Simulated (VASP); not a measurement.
# CuO (Cccm) in VASP: a series of runs, part 2 of 2

VASP 6.6.1.

## (5) Single point, PBE

This run uses another cell than the first one, of 11.20 Å³/atom, 1.067 times its volume.

INCAR

```
ALGO = Normal ; EDIFF = 1E-6
ENCUT = 520 ; GGA = PE
ISIF = 2 ; ISMEAR = -1
LASPH = T ; LCHARG = T
LELF = T ; LREAL = F
LVHAR = T ; LWAVE = F
NBANDS = 25 ; NELM = 100
PREC = Accurate ; SIGMA = 0.05
```

KPOINTS

```
k-points
0
Gamma
  9 9 5
```

POSCAR

```
CuO
1.0
    2.0831679048     -2.0886204283      0.0000000000
    2.0831679048      2.0886204283      0.0000000000
    0.0000000000      0.0000000000      5.1485269458
Cu O
2 2
Direct
    0.5000000000      0.0000000000      0.0000000000
    0.0000000000      0.5000000000      0.5000000000
    0.5000000000      0.5000000000      0.2500000000
    0.5000000000      0.5000000000      0.7500000000
```

Potentials or basis: VASP PAW PBE potentials, release 64 (Cu, O).

Started as:

```console
> cat potpaw_PBE.64/Cu/POTCAR potpaw_PBE.64/O/POTCAR > POTCAR
> mpirun -np 1 vasp_std > vasp.out
```

OUTCAR:

```text
EDIFF = 1E-6
   ENCUT = 520
   GGA = PE
   ISIF = 2
   ISMEAR = -1
   LASPH = T
   LREAL = F
   NELM = 100
   PREC = Accurate

 ion  position               nearest neighbor table
   1  0.500  0.000  0.000-   3 1.96   4 1.96   3 1.96   4 1.96
   2  0.000  0.500  0.500-   3 1.96   4 1.96   3 1.96   4 1.96
   3  0.500  0.500  0.250-   1 1.96   2 1.96   1 1.96   2 1.96
   4  0.500  0.500  0.750-   1 1.96   2 1.96   1 1.96   2 1.96

  LATTYP: Found a base centered orthorhombic cell.
 ALAT       =     4.1663358096
 B/A-ratio  =     1.0026174191
 C/A-ratio  =     1.2357445922

  Lattice vectors:

 A1 = (   2.0831679048,  -2.0886204283,   0.0000000000)
 A2 = (   2.0831679048,   2.0886204283,   0.0000000000)
 A3 = (   0.0000000000,   0.0000000000,   5.1485269458)

Analysis of symmetry for initial positions (statically):
=====================================================================
 Subroutine PRICEL returns:
 Original cell was already a primitive cell.

 Routine SETGRP: Setting up the symmetry group for a
 base centered orthorhombic supercell.

 Subroutine GETGRP returns: Found  8 space group operations
 (whereof  4 operations were pure point group operations)
 out of a pool of  8 trial point group operations.

The static configuration has the point symmetry C_2h.
 The point group associated with its full space group is D_2h.

Analysis of symmetry for dynamics (positions and initial velocities):
=====================================================================
 Subroutine PRICEL returns:
 Original cell was already a primitive cell.

 Routine SETGRP: Setting up the symmetry group for a
 base centered orthorhombic supercell.

 Subroutine GETGRP returns: Found  8 space group operations
 (whereof  4 operations were pure point group operations)
 out of a pool of  8 trial point group operations.

The dynamic configuration has the point symmetry C_2h.
[... 121 lines left out ...]
   IALGO  =     38    algorithm
   IMIX   =      4    mixing-type and parameters
     AMIX     =   0.40;   BMIX     =  1.00
     AMIX_MAG =   1.60;   BMIX_MAG =  1.00
  volume/ion in A,a.u.               =      11.20        75.58
  Fermi-wavevector in a.u.,A,eV,Ry     =   1.493260  2.821853 30.338632  2.229827
  Thomas-Fermi vector in A             =   2.605684
   LORBIT       =      0    0 simple, 1 ext, 2 COOP (PROOUT), +10 PAW based schemes
   GGA     = PE    functional components
   LHFCALC =     F    Hartree Fock is set to
   AEXX    =    0.0000 exact exchange contribution
   IVDW    =     0    specifies the selected vdW correction
   LEPSILON=     F    determine dielectric tensor
   LRPA    =     F    only Hartree local field effects (RPA)
 non-spin polarized calculation
  energy-cutoff  :      520.00
  volume of cell :       44.80
 maximum number of plane-waves:      1229
 NGX is ok and might be reduce to    24
   NGX = 11   NGY = 11   NGZ = 19

 number of electron      34.0000019 magnetization

 Free energy of the ion-electron system (eV)
  ---------------------------------------------------
  ext. energy  EPLUGINS =         0.00000000
  ---------------------------------------------------
  free energy    TOTEN  =       -19.73839132 eV

  energy without entropy =      -19.71919180  energy(sigma->0) =      -19.72879156

 E-fermi :   4.7381     XC(G=0): -11.2553

 val. band max:        4.6977791619   @ k =   0.1111   0.1111   0.4000
 cond. band min:       4.7672964962   @ k =   0.4444  -0.0000   0.2000
 fundamental gap:      0.0695173343
 Fermi energy:         4.7380544650

 k-point     1 :       0.0000    0.0000    0.0000
  band No.  band energies     occupation
      1     -14.9490      2.00000
      2     -13.6529      2.00000
      3      -3.2336      2.00000
      4      -0.6053      2.00000
      5      -0.6000      2.00000
      6       1.0838      2.00000
[... 661 lines left out ...]
     24      15.8399      0.00000
     25      16.5561      0.00000

 [... further k-points ...]

------------------------ aborting loop because EDIFF is reached ----------------------------------------

  FORCE on cell =-STRESS in cart. coord.  units (eV):
  Direction    XX          YY          ZZ          XY          YZ          ZX
  --------------------------------------------------------------------------------------
  -------------------------------------------------------------------------------------
  Total        0.1678574      0.1575315      0.2741297      0.0000000      0.0000000      0.0000000
  in kB        6.0028067      5.6335384      9.8032462      0.0000000      0.0000000      0.0000000
  external PRESSURE =       7.1465305 kB  Pullay stress =       0.0000000 kB

 VOLUME and BASIS-vectors are now :
 -----------------------------------------------------------------------------
  energy-cutoff  :      520.00
  volume of cell :       44.80
      direct lattice vectors                 reciprocal lattice vectors
     2.083167905 -2.088620428  0.000000000     0.240019059 -0.239392468  0.000000000
     2.083167905  2.088620428  0.000000000     0.240019059  0.239392468  0.000000000
     0.000000000  0.000000000  5.148526946     0.000000000  0.000000000  0.194230313

 POSITION                                       TOTAL-FORCE (eV/Angst)
 -----------------------------------------------------------------------------------
      1.04158     -1.04431      0.00000        -0.000000     -0.000000      0.000000
      1.04158      1.04431      2.57426         0.000000     -0.000000      0.000000
      2.08317      0.00000      1.28713         0.000000      0.000000      0.000000
      2.08317      0.00000      3.86140         0.000000      0.000000      0.000000
 -----------------------------------------------------------------------------------
    total drift:                                0.000000     -0.000000     -0.000000

  FREE ENERGIE OF THE ION-ELECTRON SYSTEM (eV)
  ---------------------------------------------------
  free  energy   TOTEN  =       -19.7383913239 eV

  energy  without entropy=      -19.7191918021  energy(sigma->0) =      -19.72879156
```

stdout:

```text
POSCAR found type information on POSCAR CuO
 POSCAR found :  2 types and       4 ions
 scaLAPACK will be used
 LDA part: xc-table for (Slater+PW92), standard interpolation
 POSCAR, INCAR and KPOINTS ok, starting setup
 FFT: planning ... GRIDC
 FFT: planning ... GRID_SOFT
 FFT: planning ... GRID
 WAVECAR not read
 entering main loop
```

Wall time 53 s (1 thread of Intel Xeon Platinum 8375C at 2.90GHz (Ice Lake), shared host); peak memory 0.21 GiB.

Results:

```
Free energy            : -19.7384 eV
Pressure               : 0.7 GPa
Band gap on the k mesh : zero (band 17 reaches 5.43 eV, above the bottom of band 18 at 4.50 eV)
```

Levels at points of the mesh, in eV from the Fermi level:
```tsv
k point	band 15	band 16	band 17	band 18	band 19	band 20
(0.00, 0.00, 0.00)	-2.25	-1.86	0.69	0.70	1.41	6.11
```

Caveat: semilocal functionals often make such compounds metallic where correlation or magnetic order opens a gap, which also shifts bond lengths.

## (6) The runs side by side

| cell | gap on the mesh (eV) | pressure (GPa) |
| --- | --- | --- |
| a = 2.861, b = 2.861, c = 5.133 Å, angles 90.0, 90.0, 91.9°, 4 atoms | none | 10.8 |
| a = 2.903, b = 2.903, c = 5.137 Å, angles 90.0, 90.0, 90.3°, 4 atoms | none | 5.7 |
| a = 2.931, b = 2.931, c = 5.143 Å, angles 90.0, 90.0, 90.2°, 4 atoms | none | 2.7 |
| a = 2.950, b = 2.950, c = 5.149 Å, angles 90.0, 90.0, 90.1°, 4 atoms | none | 0.7 |

Alike in all rows: task single point; level PBE; potentials or basis VASP PAW PBE potentials, release 64 (Cu, O); no spin polarisation; k mesh 9 × 9 × 5; cutoff (eV) 520; smearing fermi-dirac 0.05 eV.

Caveats: semilocal functionals often make such compounds metallic where correlation or magnetic order opens a gap, which also shifts bond lengths.

Absolute energies hang on the potentials; compare differences alone.
